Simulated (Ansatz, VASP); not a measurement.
Two plane-wave programs on LiF

```
Li F
1.0
     5.65743    0.00000    0.00000
     0.00000    5.65743    0.00000
     0.00000    0.00000   24.19821
Li F
16 16
Direct
  0.25000 0.25000 0.33060
  0.25000 0.75000 0.33060
  0.75000 0.25000 0.33060
  0.75000 0.75000 0.33060
  0.50000 0.50000 0.41326
  0.50000 0.00000 0.41326
  0.00000 0.50000 0.41326
  0.00000 0.00000 0.41326
  0.74979 0.75017 0.49695
  0.74966 0.24956 0.49645
  0.25054 0.75038 0.49566
  0.25029 0.24972 0.49696
  0.99759 0.00201 0.57835
  0.99714 0.49694 0.57822
  0.50293 0.00277 0.57963
  0.50222 0.49747 0.57836
  0.50000 0.50000 0.33060
  0.50000 0.00000 0.33060
  0.00000 0.50000 0.33060
  0.00000 0.00000 0.33060
  0.75000 0.75000 0.41326
  0.75000 0.25000 0.41326
  0.25000 0.75000 0.41326
  0.25000 0.25000 0.41326
  0.00037 0.99963 0.49631
  0.00034 0.50023 0.49625
  0.49968 0.99962 0.49645
  0.49972 0.50023 0.49630
  0.24939 0.25046 0.58026
  0.24780 0.74784 0.58102
  0.75000 0.24982 0.58075
  0.75067 0.74919 0.58019
```

Alike in both runs: task single point; functional PBE; dispersion D3(BJ); k mesh 3 × 3 × 1; occupations gaussian, width 0.05 eV; no spin polarisation.

|  | VASP | Ansatz |
| --- | --- | --- |
| version | VASP 6.6.1 | Ansatz 0.2.0 |
| potentials or method | VASP PAW PBE potentials, release 64 (Li_sv, F), cutoff 520 eV | scalar-relativistic, plane waves, PAW |
| valence electrons in the cell | 160 | 160 |

```csv
,VASP,Ansatz,Ansatz less VASP
gap on the k mesh at the Fermi level (eV),6.31,6.30,-0.008
least direct gap on the mesh (eV),6.31,6.30,-0.008
rms of the force components (eV/Å),0.115,0.118,+0.0029
```

Noted on VASP's run: the cutoff is short for stress, so the pressure is rough.
